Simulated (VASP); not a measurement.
Runs of VASP 6.6.1 on MgO. The structure is that of space group P6_3/mmc (No. 194), or close to it. The cells are those of the table. 

| cell | gap on the mesh (eV) | pressure (GPa) |
| --- | --- | --- |
| a = 3.592, b = 3.592, c = 4.409 Å, angles 90.0, 90.0, 120.0°, 4 atoms | (a) | -8.9 |
| a = 3.662, b = 3.662, c = 4.197 Å, angles 90.0, 90.0, 120.0°, 4 atoms | 3.01 | (b) |
| a = 3.662, b = 3.662, c = 4.239 Å, angles 90.0, 90.0, 120.0°, 4 atoms | (c) | -8.4 |
| a = 3.486, b = 3.486, c = 4.155 Å, angles 90.0, 90.0, 120.0°, 4 atoms | 3.47 | 4.9 |
| a = 3.451, b = 3.451, c = 4.282 Å, angles 90.0, 90.0, 120.0°, 4 atoms | 3.38 | 3.6 |

Alike in all rows: task single point; level PBE; potentials or basis VASP PAW PBE potentials, release 64 (Mg, O); no spin polarisation; k mesh 9 × 9 × 6; cutoff (eV) 520; smearing gaussian 0.05 eV.

Fill in the values left out.

(a) 2.83; (b) -7.3; (c) 2.94.

Caveats: the cell stands under tension (at least some runs); the cell stands under pressure (at least some runs).

